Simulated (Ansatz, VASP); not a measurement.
Given: the input of a run of Ansatz 0.2.0 on SiC.

input.yaml

```yaml
crystal:
  lattice:
    - [0.0, 2.1345181309, 2.1345181309]
    - [2.1345181309, 0.0, 2.1345181309]
    - [2.1345181309, 2.1345181309, 0.0]
  atoms:
    - { symbol: Si, position: [0.0, 0.0, 0.0] }
    - { symbol: C, position: [0.75, 0.75, 0.75] }
kpoints:
  mp_grid: { grid: [10, 10, 10] }
scf:
  occupations: { method: fermi_dirac, width: 0.05 }
hamiltonian:
  xc: pbesol
  pseudopotentials: { kind: all_electron, lapw: { basis_error: 0.0005 } }
output:
  forces: true
  stress: true
  eigenvalues: true
```

Potentials or basis: all-electron LAPW, scalar-relativistic.

Launch:

```bash
$ ansatz run input.yaml --threads 1 --pin off --max-ram 3072MiB --backend cpu --events-out ev --progress --plain --runs-dir out
```

Question: Translate it to VASP 6.6.1. Potentials there: VASP PAW PBE potentials, release 64 (Si, C).

Answer: As run (the cutoff follows the program's own potentials):

File INCAR:

```
ALGO = Normal
EDIFF = 1E-6
ENCUT = 520
GGA = PS
ISIF = 2
ISMEAR = -1
LASPH = T
LCHARG = T
LELF = T
LREAL = F
LVHAR = T
LWAVE = F
NBANDS = 11
NELM = 80
PREC = Accurate
SIGMA = 0.05
```

File KPOINTS:

```
k-points
0
Gamma
  10 10 10
```

File POSCAR:

```
SiC
1.0
    0.0000000000      2.1345181309      2.1345181309
    2.1345181309      0.0000000000      2.1345181309
    2.1345181309      2.1345181309      0.0000000000
Si C
1 1
Direct
    0.0000000000      0.0000000000      0.0000000000
    0.7500000000      0.7500000000      0.7500000000
```

Potentials or basis: VASP PAW PBE potentials, release 64 (Si, C).

The run is started by

```console
$ cat potpaw_PBE.64/Si/POTCAR potpaw_PBE.64/C/POTCAR > POTCAR
$ mpirun -np 1 vasp_std > vasp.out
```

Both were run:

|  | VASP | Ansatz | Ansatz less VASP |
| --- | --- | --- | --- |
| gap on the k mesh at the Fermi level (eV) | 1.18 | 1.19 | +0.012 |
| least direct gap on the mesh (eV) | 4.50 | 4.52 | +0.013 |
| pressure (GPa) | 15.6 | 15.1 | -0.52 |

VASP's potentials were made for PBE, not for PBEsol. Ansatz ran all-electron here, and VASP with PAW potentials.
